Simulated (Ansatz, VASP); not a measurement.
CoSi2 in VASP and in Ansatz

The input INCAR:

```
ALGO = Normal
EDIFF = 1E-6
ENCUT = 520
GGA = PS
ISIF = 2
ISMEAR = 0
LASPH = T
LCHARG = F
LREAL = F
LWAVE = F
NBANDS = 16
NELM = 100
PREC = Accurate
SIGMA = 0.15
```

KPOINTS

```
k-points
0
Gamma
  14 14 14
```

The input POSCAR:

```
CoSi2
1.0
    0.0000000000      2.6563531747      2.6563531747
    2.6563531747      0.0000000000      2.6563531747
    2.6563531747      2.6563531747      0.0000000000
Co Si
1 2
Direct
    0.0120558520     -0.0120558520     -0.0120558520
    0.2373510795      0.2626489205      0.2626489205
    0.7373510795      0.7626489205      0.7626489205
```

Input for Ansatz:

```yaml
crystal:
  lattice:
    - [0.0, 2.6563531747, 2.6563531747]
    - [2.6563531747, 0.0, 2.6563531747]
    - [2.6563531747, 2.6563531747, 0.0]
  atoms:
    - { symbol: Co, position: [0.012055852, -0.012055852, -0.012055852] }
    - { symbol: Si, position: [0.2373510795, 0.2626489205, 0.2626489205] }
    - { symbol: Si, position: [0.7373510795, 0.7626489205, 0.7626489205] }
basis:
  ecutwfc: 520.0
kpoints:
  mp_grid: { grid: [14, 14, 14] }
hamiltonian:
  xc: pbesol
  pseudopotentials: { kind: paw, azcp: { folder: soft_1 } }
scf:
  occupations: { method: gaussian, width: 0.15 }
output:
  forces: true
  stress: true
  eigenvalues: true
```

Change from the starting cell: mode 4 frozen in at -0.067 Å, equal normal strain along x, y and z +0.0000.

Alike in both runs: task single point; functional PBEsol; k mesh 14 × 14 × 14; occupations gaussian, width 0.15 eV; no spin polarisation.

```csv
,VASP,Ansatz
version,VASP 6.6.1,Ansatz 0.2.0
potentials or method,"VASP PAW PBE potentials, release 64 (Co, Si), cutoff 520 eV","scalar-relativistic, plane waves, PAW"
valence electrons in the cell,17,25
```

VASP gave:

| Item | Value |
| --- | --- |
| gap on the k mesh at the Fermi level (eV) | none |
| pressure (GPa) | 1.6 |
| traceless stress, the component that is largest in VASP (GPa) | -0.59 |
| rms of the force components (eV/Å) | 0.678 |

Task: Estimate Ansatz's values.

Result: gap on the k mesh at the Fermi level (eV): none; pressure (GPa): 1.5; traceless stress, the component that is largest in VASP (GPa): -0.56; rms of the force components (eV/Å): 0.670.

VASP's potentials were made for PBE, not for PBEsol, and Ansatz warns of the same on its side. Atom by atom the forces differ by 0.008 eV/Å (rms over components). A gap of «none» marks a metal or a gap that the smearing closes. VASP's potentials hold 17 valence electrons a cell and Ansatz's 25, so a difference there can come from the potentials and not from the codes.
